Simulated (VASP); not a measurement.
# NaWF3 (Pm-3m) in VASP: further runs

NaWF3 is run at these levels: PBE; tasks: single point, relaxation of cell and atoms.

Program: VASP 6.6.1. These are calculated values, not measurements. Logs are shortened: lines on timing, memory, paths and dates and some standing lists are left out, and cuts for length are marked.

## 1. The cell of the first run

Symmetry: Pm-3m, No. 221, cubic system. Conventional cell: a = 4.064 Å, b = 4.064 Å, c = 4.064 Å, α = 90.00°, β = 90.00°, γ = 90.00°. Within 2.7 Å of Na (site symmetry m-3m) lie 6 F at 2.03 Å. W (site symmetry m-3m) has 12 F at 2.87 Å and 8 Na at 3.52 Å within 3.8 Å. F (site symmetry 4/mmm) has 2 Na at 2.03 Å within 2.7 Å.

The cell was built from a structure type or drawn by symmetry, and may not be a known phase.

## 2. Single point, PBE, collinear spin

File INCAR:

```
SYSTEM = NaWF3
ALGO = Normal
EDIFF = 1E-7
ENCUT = 520
GGA = PE
ISIF = 2
ISMEAR = 0
ISPIN = 2
LASPH = .True.
LCHARG = .False.
LMAXMIX = 4
LORBIT = 11
LREAL = .False.
LWAVE = .False.
MAGMOM = 0 3.36 0.01 0.01 0.01
NBANDS = 33
NELM = 150
PREC = Accurate
SIGMA = 0.1
```

File KPOINTS:

```
k-points
0
Gamma
  4 4 4
  0 0 0
```

File POSCAR:

```
NaWF3
1.0
    4.0637514237      0.0000000000      0.0000000000
    0.0000000000      4.0637514237      0.0000000000
    0.0000000000      0.0000000000      4.0637514237
Na W F
1 1 3
Direct
    0.0000000000      0.0000000000      0.0000000000
    0.5000000000      0.5000000000      0.5000000000
    0.5000000000      0.0000000000      0.0000000000
    0.0000000000      0.5000000000      0.0000000000
    0.0000000000      0.0000000000      0.5000000000
```

Potentials or basis: VASP PAW PBE potentials, release 64 (Na_pv, W_sv, F).

Run with:

```sh
$ cat potpaw_PBE.64/Na_pv/POTCAR potpaw_PBE.64/W_sv/POTCAR potpaw_PBE.64/F/POTCAR > POTCAR
$ mpirun -np 1 vasp_std > vasp.out
```

OUTCAR:

```text
SYSTEM = NaWF3
   EDIFF = 1E-7
   ENCUT = 520
   GGA = PE
   ISIF = 2
   ISMEAR = 0
   ISPIN = 2
   LASPH = .True.
   LORBIT = 11
   LREAL = .False.
   NELM = 150
   PREC = Accurate

 ion  position               nearest neighbor table
   1  0.000  0.000  0.000-   3 2.03   4 2.03   5 2.03   5 2.03   4 2.03   3 2.03
   2  0.500  0.500  0.500-
   3  0.500  0.000  0.000-   1 2.03   1 2.03
   4  0.000  0.500  0.000-   1 2.03   1 2.03
   5  0.000  0.000  0.500-   1 2.03   1 2.03

  LATTYP: Found a simple cubic cell.
 ALAT       =     4.0637514237

  Lattice vectors:

 A1 = (   4.0637514237,   0.0000000000,   0.0000000000)
 A2 = (   0.0000000000,   4.0637514237,   0.0000000000)
 A3 = (   0.0000000000,   0.0000000000,   4.0637514237)

Analysis of symmetry for initial positions (statically):
=====================================================================
 Subroutine PRICEL returns:
 Original cell was already a primitive cell.

 Routine SETGRP: Setting up the symmetry group for a
 simple cubic supercell.

 Subroutine GETGRP returns: Found 48 space group operations
 (whereof 48 operations were pure point group operations)
 out of a pool of 48 trial point group operations.

The static configuration has the point symmetry O_h .

Analysis of symmetry for dynamics (positions and initial velocities):
=====================================================================
 Subroutine PRICEL returns:
 Original cell was already a primitive cell.

 Routine SETGRP: Setting up the symmetry group for a
 simple cubic supercell.

 Subroutine GETGRP returns: Found 48 space group operations
 (whereof 48 operations were pure point group operations)
 out of a pool of 48 trial point group operations.

The dynamic configuration has the point symmetry O_h .

Analysis of structural, dynamic, and magnetic symmetry:
=====================================================================
 Subroutine PRICEL returns:
 Original cell was already a primitive cell.

 Routine SETGRP: Setting up the symmetry group for a
 simple cubic supercell.

 Subroutine GETGRP returns: Found 48 space group operations
 (whereof 48 operations were pure point group operations)
 out of a pool of 48 trial point group operations.

The overall configuration has the point symmetry O_h .

 Subroutine INISYM returns: Found 48 space group operations
 (whereof 48 operations are pure point group operations),
 and found     1 'primitive' translations

----------------------------------------------------------------------------------------

                                     Primitive cell

  volume of cell :      67.1091

  direct lattice vectors                    reciprocal lattice vectors
     4.063751424  0.000000000  0.000000000     0.246078044  0.000000000  0.000000000
     0.000000000  4.063751424  0.000000000     0.000000000  0.246078044  0.000000000
     0.000000000  0.000000000  4.063751424     0.000000000  0.000000000  0.246078044

  length of vectors
     4.063751424  4.063751424  4.063751424     0.246078044  0.246078044  0.246078044

  position of ions in fractional coordinates (direct lattice)
     0.000000000  0.000000000  0.000000000
     0.500000000  0.500000000  0.500000000
     0.500000000  0.000000000  0.000000000
     0.000000000  0.500000000  0.000000000
     0.000000000  0.000000000  0.500000000

  ion indices of the primitive-cell ions
   primitive index   ion index
                 1           1
                 2           2
                 3           3
                 4           4
                 5           5

----------------------------------------------------------------------------------------

 KPOINTS: k-points

Automatic generation of k-mesh.
 Grid dimensions read from file:
 generate k-points for:    4    4    4

 Generating k-lattice:

  Cartesian coordinates                     Fractional coordinates (reciprocal lattice)
     0.061519511  0.000000000  0.000000000     0.250000000  0.000000000  0.000000000
     0.000000000  0.061519511  0.000000000     0.000000000  0.250000000  0.000000000
[... 59 lines left out ...]
[... 25 lines left out ...]
     32      18.1777      0.00000
     33      18.5120      0.00000
[... 250 lines left out ...]
     32      16.6403      0.00000
     33      19.3750      0.00000

 k-point    10 :       0.5000    0.5000    0.5000
  band No.  band energies     occupation
      1     -72.2809      1.00000
      2     -36.6798      1.00000
      3     -36.6798      1.00000
      4     -36.6798      1.00000
      5     -19.9638      1.00000
      6     -19.9638      1.00000
[... 25 lines left out ...]
     32      16.4587      0.00000
     33      21.2643      0.00000
 Fermi energy:         2.7671310695

 spin component 2

 k-point     1 :       0.0000    0.0000    0.0000
  band No.  band energies     occupation
      1     -70.7468      1.00000
      2     -34.5995      1.00000
      3     -34.5995      1.00000
      4     -34.5995      1.00000
      5     -19.9178      1.00000
      6     -19.3730      1.00000
[... 25 lines left out ...]
     32      18.6837      0.00000
     33      18.6837      0.00000

 k-point     2 :       0.2500    0.0000    0.0000
  band No.  band energies     occupation
      1     -70.7468      1.00000
      2     -34.6044      1.00000
      3     -34.5991      1.00000
      4     -34.5991      1.00000
      5     -19.9257      1.00000
      6     -19.5818      1.00000
[... 25 lines left out ...]
     32      18.8170      0.00000
     33      18.8332      0.00000
[... 250 lines left out ...]
     32      17.0304      0.00000
     33      20.1054      0.00000

 k-point    10 :       0.5000    0.5000    0.5000
  band No.  band energies     occupation
      1     -70.7465      1.00000
      2     -34.6069      1.00000
      3     -34.6069      1.00000
      4     -34.6069      1.00000
      5     -19.9425      1.00000
      6     -19.9425      1.00000
[... 25 lines left out ...]
     32      16.7752      0.00000
     33      22.8358      0.00000

------------------------ aborting loop because EDIFF is reached ----------------------------------------

  FORCE on cell =-STRESS in cart. coord.  units (eV):
  Direction    XX          YY          ZZ          XY          YZ          ZX
  --------------------------------------------------------------------------------------
  -------------------------------------------------------------------------------------
  Total        0.0533466      0.0533466      0.0533466      0.0000000      0.0000000     -0.0000000
  in kB        1.2736088      1.2736088      1.2736088      0.0000000      0.0000000     -0.0000000
  external PRESSURE =       1.2736088 kB  Pullay stress =       0.0000000 kB

 VOLUME and BASIS-vectors are now :
 -----------------------------------------------------------------------------
  energy-cutoff  :      520.00
  volume of cell :       67.11
      direct lattice vectors                 reciprocal lattice vectors
     4.063751424  0.000000000  0.000000000     0.246078044  0.000000000  0.000000000
     0.000000000  4.063751424  0.000000000     0.000000000  0.246078044  0.000000000
     0.000000000  0.000000000  4.063751424     0.000000000  0.000000000  0.246078044

 POSITION                                       TOTAL-FORCE (eV/Angst)
 -----------------------------------------------------------------------------------
      0.00000      0.00000      0.00000         0.000000      0.000000      0.000000
      2.03188      2.03188      2.03188         0.000000      0.000000      0.000000
      2.03188      0.00000      0.00000         0.000000      0.000000      0.000000
      0.00000      2.03188      0.00000         0.000000      0.000000      0.000000
      0.00000      0.00000      2.03188         0.000000      0.000000      0.000000
 -----------------------------------------------------------------------------------
    total drift:                                0.000000     -0.000000      0.000000

  FREE ENERGIE OF THE ION-ELECTRON SYSTEM (eV)
  ---------------------------------------------------
  free  energy   TOTEN  =       -23.3089764280 eV

  energy  without entropy=      -23.2824928220  energy(sigma->0) =      -23.29573463

 total charge

# of ion       s       p       d       tot
------------------------------------------
    1        0.095   6.066   0.000   6.161
    2        2.161   5.990   3.248  11.398
    3        1.744   4.315   0.000   6.059
    4        1.744   4.315   0.000   6.059
    5        1.744   4.315   0.000   6.059
--------------------------------------------------
tot          7.488  25.002   3.248  35.737

 magnetization (x)

# of ion       s       p       d       tot
------------------------------------------
    1       -0.000   0.000   0.000  -0.000
    2        0.098   0.017   3.048   3.163
    3        0.008   0.004   0.000   0.012
    4        0.008   0.004   0.000   0.012
    5        0.008   0.004   0.000   0.012
--------------------------------------------------
tot          0.122   0.030   3.048   3.199
```

It took 20 s on 1 thread of Intel Xeon 6975P-C (Granite Rapids), shared host; peak memory 0.2 GiB.

Results:

* Free energy: -23.3090 eV
* Pressure: 0.1 GPa
* Band gap on the k mesh: zero (filled and empty bands overlap)
* Net moment: 4.00 μB per cell
* Site moments: Na -0.00; W +3.16; F +0.01 μB
* Valence electrons inside the program's atomic spheres: Na 6.16; W 11.40; F 6.06

Levels at points of the mesh, in eV from the Fermi level:
Spin up:
```csv
k point,band 21,band 22,band 23,band 24,band 25,band 26
"(0.00, 0.00, 0.00)",-1.44,-1.44,-0.48,-0.48,-0.48,9.94
"(0.50, 0.00, 0.00)",-0.43,-0.36,0.34,0.34,1.69,4.11
"(0.50, 0.50, 0.00)",-0.38,0.13,0.32,0.32,2.10,5.63
"(0.50, 0.50, 0.50)",-0.76,-0.76,-0.13,-0.13,1.03,7.20
```
Spin down:
| k point | band 17 | band 18 | band 19 | band 20 | band 21 | band 22 |
| --- | --- | --- | --- | --- | --- | --- |
| (0.00, 0.00, 0.00) | -2.91 | -2.91 | -2.91 | 0.20 | 1.20 | 1.20 |
| (0.50, 0.00, 0.00) | -3.91 | -3.07 | -3.07 | 1.74 | 1.99 | 2.18 |
| (0.50, 0.50, 0.00) | -3.46 | -3.20 | -3.10 | 1.92 | 2.27 | 2.66 |
| (0.50, 0.50, 0.50) | -3.03 | -3.03 | -3.03 | 1.70 | 1.70 | 1.70 |

Caveat: the k points lie up to 0.39 Å⁻¹ apart, too coarse for converged energies and pressures of a metal; spin-orbit coupling is left out, which moves the levels of the heavy elements.

## 3. Single point, PBE, collinear spin

This run uses another cell than the first one, of 16.39 Å³/atom.

File INCAR:

```
SYSTEM = NaWF3
  PREC = Accurate
  ENCUT = 520
  EDIFF = 1E-7
  ISMEAR = 0
  SIGMA = 0.1
  LREAL = .FALSE.
  LASPH = .TRUE.
  NELM = 150
  ALGO = Normal
  ISIF = 2
  LWAVE = .FALSE.
  LCHARG = .FALSE.
  ISPIN = 2
  MAGMOM = 0 3.62 -0.02 -0.02 -0.02
  LORBIT = 11
  LMAXMIX = 4
  GGA = PE
  NBANDS = 33
```

File KPOINTS:

```
regular mesh
0
G
  4 4 4
  0 0 0
```

Changes to POSCAR since step 2:

```diff
@@ -2,5 +2,5 @@
 1.0
-    4.0637514237      0.0000000000      0.0000000000
-    0.0000000000      4.0637514237      0.0000000000
-    0.0000000000      0.0000000000      4.0637514237
+    4.3432899400      0.0000000000      0.0000000000
+    0.0000000000      4.3432899400      0.0000000000
+    0.0000000000      0.0000000000      4.3432899400
 Na W F
```

Potentials or basis: VASP PAW PBE potentials, release 64 (Na_pv, W_sv, F).

Run with:

```sh
$ cat potpaw_PBE.64/Na_pv/POTCAR potpaw_PBE.64/W_sv/POTCAR potpaw_PBE.64/F/POTCAR > POTCAR
$ mpirun -np 1 vasp_std > vasp.out
```

It took 19 s on 1 thread of Intel Xeon 6975P-C (Granite Rapids), shared host; peak memory 0.21 GiB.

The run converged. Its results:

```yaml
Free_energy: -22.8414 eV
Pressure: -8.9 GPa
Band_gap_on_the_k_mesh: zero (filled and empty bands overlap)
Net_moment: 4.00 μB per cell
Site_moments: Na +0.00; W +3.21; F -0.02 μB
Valence_electrons_inside_the_program's_atomic_spheres: Na 6.08; W 11.37; F 6.03
```

Levels at points of the mesh, in eV from the Fermi level:
Spin up:
```tsv
k point	band 19	band 20	band 21	band 22	band 23	band 24	band 25	band 26	band 27	band 28
(0.00, 0.00, 0.00)	-2.09	-1.39	-1.03	-1.03	-0.33	-0.33	-0.33	8.83	8.83	8.83
(0.50, 0.00, 0.00)	-2.23	-0.57	-0.30	-0.26	0.25	0.25	1.25	4.08	8.48	8.48
(0.50, 0.50, 0.00)	-2.24	-0.38	-0.33	0.00	0.24	0.24	1.56	5.34	5.34	8.43
(0.50, 0.50, 0.50)	-2.11	-0.55	-0.55	-0.55	-0.19	-0.19	0.73	6.64	6.64	6.64
```
Spin down:
```
           k point  band 15  band 16  band 17  band 18  band 19  band 20  band 21  band 22  band 23  band 24
(0.00, 0.00, 0.00)    -2.58    -2.58    -2.10    -2.10    -2.10     0.44     1.69     1.69     2.25     2.25
(0.50, 0.00, 0.00)    -2.83    -2.82    -2.82    -2.22    -2.22     1.91     2.20     2.29     2.60     2.60
(0.50, 0.50, 0.00)    -2.96    -2.96    -2.54    -2.25    -2.20     2.06     2.40     2.59     2.59     2.87
(0.50, 0.50, 0.50)    -2.25    -2.25    -2.16    -2.16    -2.16     1.92     1.92     1.92     2.76     2.76
```

Caveat: the k points lie up to 0.36 Å⁻¹ apart, too coarse for converged energies and pressures of a metal; spin-orbit coupling is left out, which moves the levels of the heavy elements.

## 4. Relaxation of cell and atoms, PBE, collinear spin

This run uses another cell than the first one, of 16.39 Å³/atom.

File INCAR:

```
  PREC = Accurate
  ENCUT = 600
  EDIFF = 1E-6
  ISMEAR = 0
  SIGMA = 0.1
  LREAL = F
  LASPH = T
  NELM = 150
  ALGO = Normal
  ISIF = 3
  LWAVE = F
  LCHARG = F
  ISPIN = 2
  MAGMOM = 0 3.36 0.01 0.01 0.01
  LORBIT = 11
  LMAXMIX = 4
  GGA = PE
  IBRION = 2
  NSW = 90
  EDIFFG = -0.04
```

File KPOINTS:

```
regular mesh
0
Gamma
  4 4 4
```

POSCAR is that of step 3.

Run with:

```sh
$ cat potpaw_PBE.64/Na_pv/POTCAR potpaw_PBE.64/W_sv/POTCAR potpaw_PBE.64/F/POTCAR > POTCAR
$ mpirun -np 1 vasp_std > vasp.out
```

Wall time 50 s (1 thread of Intel Xeon 6975P-C (Granite Rapids), shared host); peak memory 0.27 GiB.

It converged, with:

```yaml
Free_energy: -23.3542 eV
Relaxed_volume: 13.48 Å³/atom
Relaxed_cell: a = 4.069 Å, b = 4.069 Å, c = 4.069 Å, α = 90.00°, β = 90.00°, γ = 90.00°
Space_group_after_relaxing_to_0.1_Å: Pm-3m (No. 221)
Energy_gained_by_relaxing: 101.5 meV/atom
Ionic_steps: 3
Pressure_after_relaxing: -0.4 GPa
Band_gap_on_the_k_mesh: zero (filled and empty bands overlap)
Net_moment: 4.00 μB per cell
Site_moments: Na -0.00; W +3.16; F +0.01 μB
Valence_electrons_inside_the_program's_atomic_spheres: Na 6.16; W 11.40; F 6.06
```

Step by step:
```tsv
step	energy change (eV)	largest force (eV/Å)	pressure (GPa)	volume (Å³)
1	0.0000	0.0000	-8.93	81.93
2	-0.4466	0.0000	-4.11	71.57
3	-0.5077	0.0000	-0.39	67.39
```

Final structure:
```
CELL_PARAMETERS angstrom
4.06933 0.00000 0.00000
0.00000 4.06933 0.00000
0.00000 0.00000 4.06933
ATOMIC_POSITIONS crystal
Na 0.00000 0.00000 0.00000
W 0.50000 0.50000 0.50000
F 0.50000 0.00000 0.00000
F 0.00000 0.50000 0.00000
F 0.00000 0.00000 0.50000
```

Levels at points of the mesh, in eV from the Fermi level:
Spin up:
```
           k point  band 21  band 22  band 23  band 24  band 25  band 26
(0.00, 0.00, 0.00)    -1.43    -1.43    -0.47    -0.47    -0.47     9.91
(0.50, 0.00, 0.00)    -0.42    -0.36     0.34     0.34     1.68     4.11
(0.50, 0.50, 0.00)    -0.38     0.13     0.32     0.32     2.09     5.62
(0.50, 0.50, 0.50)    -0.75    -0.75    -0.13    -0.13     1.03     7.19
```
Spin down:
| k point | band 15 | band 16 | band 17 | band 18 | band 19 | band 20 | band 21 | band 22 | band 23 | band 24 |
| --- | --- | --- | --- | --- | --- | --- | --- | --- | --- | --- |
| (0.00, 0.00, 0.00) | -3.60 | -3.60 | -2.90 | -2.90 | -2.90 | 0.20 | 1.21 | 1.21 | 2.11 | 2.11 |
| (0.50, 0.00, 0.00) | -3.92 | -3.92 | -3.89 | -3.06 | -3.06 | 1.74 | 2.00 | 2.18 | 2.69 | 2.69 |
| (0.50, 0.50, 0.00) | -4.10 | -4.10 | -3.44 | -3.18 | -3.08 | 1.93 | 2.27 | 2.66 | 2.66 | 2.92 |
| (0.50, 0.50, 0.50) | -3.17 | -3.17 | -3.02 | -3.02 | -3.02 | 1.71 | 1.71 | 1.71 | 2.75 | 2.75 |

Caveat: the k points lie up to 0.39 Å⁻¹ apart in the final cell, too coarse for converged energies and pressures of a metal; the volume moved by over 15 % at a fixed basis, so the end points are rough; spin-orbit coupling is left out, which moves the levels of the heavy elements.

## 5. Single point, PBE, collinear spin

File INCAR:

```
PREC     = Accurate       # precision mode
ENCUT    = 520            # plane-wave cutoff, eV
EDIFF    = 1E-6           # SCF threshold, eV
ISMEAR   = 0              # smearing method
SIGMA    = 0.1            # smearing width, eV
LREAL    = F              # projectors in reciprocal space
LASPH    = T              # aspherical terms in the spheres
NELM     = 150            # most SCF steps
ALGO     = Normal         # electronic algorithm
ISIF     = 2              # what is computed and relaxed
LWAVE    = F              # write WAVECAR
LCHARG   = F              # write CHGCAR
ISPIN    = 2              # spin polarisation
MAGMOM   = 0 3.36 0 0 0   # initial moments
LORBIT   = 11             # projections on sites
LMAXMIX  = 4              # l up to which the mixer works
GGA      = PE             # functional
NBANDS   = 33             # bands
```

File KPOINTS:

```
Automatic mesh
0
Gamma
  10 10 10
```

Changes to POSCAR since step 4:

```diff
@@ -2,5 +2,5 @@
 1.0
-    4.3432899400      0.0000000000      0.0000000000
-    0.0000000000      4.3432899400      0.0000000000
-    0.0000000000      0.0000000000      4.3432899400
+    4.0637514237      0.0000000000      0.0000000000
+    0.0000000000      4.0637514237      0.0000000000
+    0.0000000000      0.0000000000      4.0637514237
 Na W F
```

Run with:

```sh
$ cat potpaw_PBE.64/Na_pv/POTCAR potpaw_PBE.64/W_sv/POTCAR potpaw_PBE.64/F/POTCAR > POTCAR
$ mpirun -np 1 vasp_std > vasp.out
```

Run time: 79 s. Hardware: 1 thread of Intel Xeon 6975P-C (Granite Rapids), shared host; peak memory 0.31 GiB.

It converged, with:

```yaml
Free_energy: -23.3178 eV
Pressure: 0.2 GPa
Band_gap_on_the_k_mesh: zero (filled and empty bands overlap)
Net_moment: 4.00 μB per cell
Site_moments: Na -0.00; W +3.18; F +0.01 μB
Valence_electrons_inside_the_program's_atomic_spheres: Na 6.16; W 11.41; F 6.06
```

Levels at points of the mesh, in eV from the Fermi level:
Spin up:
```tsv
k point	band 21	band 22	band 23	band 24	band 25	band 26
(0.00, 0.00, 0.00)	-1.52	-1.52	-0.53	-0.53	-0.53	9.85
(0.50, 0.00, 0.00)	-0.47	-0.45	0.28	0.28	1.60	4.01
(0.50, 0.50, 0.00)	-0.47	0.05	0.27	0.27	2.01	5.53
(0.50, 0.50, 0.50)	-0.81	-0.81	-0.21	-0.21	0.95	7.11
```
Spin down:
| k point | band 15 | band 16 | band 17 | band 18 | band 19 | band 20 | band 21 | band 22 | band 23 | band 24 |
| --- | --- | --- | --- | --- | --- | --- | --- | --- | --- | --- |
| (0.00, 0.00, 0.00) | -3.75 | -3.75 | -3.05 | -3.05 | -3.05 | 0.10 | 1.17 | 1.17 | 2.03 | 2.03 |
| (0.50, 0.00, 0.00) | -4.07 | -4.07 | -4.04 | -3.21 | -3.21 | 1.69 | 1.95 | 2.10 | 2.61 | 2.61 |
| (0.50, 0.50, 0.00) | -4.25 | -4.25 | -3.59 | -3.33 | -3.23 | 1.84 | 2.24 | 2.59 | 2.59 | 2.90 |
| (0.50, 0.50, 0.50) | -3.32 | -3.32 | -3.17 | -3.17 | -3.17 | 1.62 | 1.62 | 1.62 | 2.73 | 2.73 |

Caveat: spin-orbit coupling is left out, which moves the levels of the heavy elements.

## 6. Overview

| task | cell | k mesh | cutoff (eV) | gap on the mesh (eV) | pressure (GPa) | moment (μB) |
| --- | --- | --- | --- | --- | --- | --- |
| single point | a = 4.064 Å, 5 atoms | 4 × 4 × 4 | 520 | none | 0.1 | 4.00 |
| single point | a = 4.343 Å, 5 atoms | 4 × 4 × 4 | 520 | none | -8.9 | 4.00 |
| relaxation of cell and atoms | relaxed from a = 4.343 Å, 5 atoms | 4 × 4 × 4 | 600 | none | -0.4 | 4.00 |
| single point | a = 4.064 Å, 5 atoms | 10 × 10 × 10 | 520 | none | 0.2 | 4.00 |

Alike in all rows: level PBE; potentials or basis VASP PAW PBE potentials, release 64 (Na_pv, W_sv, F); spin collinear; smearing gaussian 0.1 eV.

Caveats: some runs use coarse meshes; spin-orbit coupling is left out, which moves the levels of the heavy elements; the volume moved by over 15 % at a fixed basis, so the end points are rough (at least some runs).

Absolute energies hang on the potentials; compare differences alone.
